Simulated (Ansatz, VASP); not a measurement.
One calculation of HfNb2CN2, two programs

INCAR

```
SYSTEM = HfNb2CN2
ALGO = Normal
EDIFF = 1E-6
ENCUT = 520
GGA = PE
ISIF = 2
ISMEAR = 0
LASPH = .TRUE.
LCHARG = .FALSE.
LREAL = .FALSE.
LWAVE = .FALSE.
NBANDS = 34
NELM = 80
PREC = Accurate
SIGMA = 0.1
```

The input KPOINTS:

```
k-points
0
G
  4 4 6
  0 0 0
```

The input POSCAR:

```
HfNb2CN2
1.0
    2.7335552100     -4.7328658600      0.0000000000
    2.7335552100      4.7328658600      0.0000000000
    0.0000000000      0.0000000000      3.1013415000
Hf Nb C N
1 2 1 2
Direct
    0.5000000000      0.5000000000      0.0000000000
    0.1669560000      0.8330440000      0.0000000000
    0.8330440000      0.1669560000      0.0000000000
    0.0000000000      0.0000000000      0.5000000000
    0.0000000000      0.5000000000      0.5000000000
    0.5000000000      0.0000000000      0.5000000000
```

Input for Ansatz:

```yaml
crystal:
  lattice:
    - [2.73355521, -4.73286586, 0.0]
    - [2.73355521, 4.73286586, 0.0]
    - [0.0, 0.0, 3.1013415]
  atoms:
    - { symbol: Hf, position: [0.5, 0.5, 0.0] }
    - { symbol: Nb, position: [0.166956, 0.833044, 0.0] }
    - { symbol: Nb, position: [0.833044, 0.166956, 0.0] }
    - { symbol: C, position: [0.0, 0.0, 0.5] }
    - { symbol: "N", position: [0.0, 0.5, 0.5] }
    - { symbol: "N", position: [0.5, 0.0, 0.5] }
basis:
  ecutwfc: 420
kpoints:
  mp_grid: { grid: [4, 4, 6] }
hamiltonian:
  xc: pbe
scf:
  occupations: { method: gaussian, width: 0.1 }
  lower_state_search: "off"
output:
  forces: true
  stress: true
  eigenvalues: true
```

Change from the starting cell: species swapped into the CeB2Ir2Rh type (Cmmm, No. 65).

Alike in both runs: task single point; functional PBE; k mesh 4 × 4 × 6; occupations gaussian, width 0.1 eV; no spin polarisation.

```csv
,VASP,Ansatz
version,VASP 6.6.1,Ansatz 0.2.0
potentials or method,"VASP PAW PBE potentials, release 64 (Hf_pv, Nb_sv, C, N), cutoff 520 eV","scalar-relativistic, plane waves, PAW"
valence electrons in the cell,50,66
```

VASP gave:

| Item | Value |
| --- | --- |
| gap on the k mesh at the Fermi level (eV) | none |
| pressure (GPa) | -13.1 |
| traceless stress, the component that is largest in VASP (GPa) | -20.03 |
| rms of the force components (eV/Å) | 0.111 |

What did Ansatz give for the same quantities?

gap on the k mesh at the Fermi level (eV): none; pressure (GPa): -12.6; traceless stress, the component that is largest in VASP (GPa): -20.02; rms of the force components (eV/Å): 0.111.

Atom by atom the forces differ by 0.000 eV/Å (rms over components). A gap of «none» marks a metal or a gap that the smearing closes. With one functional, cell and mesh, what is left measures potentials, basis and numerics. VASP's potentials hold 50 valence electrons a cell and Ansatz's 66, so a difference there can come from the potentials and not from the codes.

Spin-orbit coupling is off throughout.
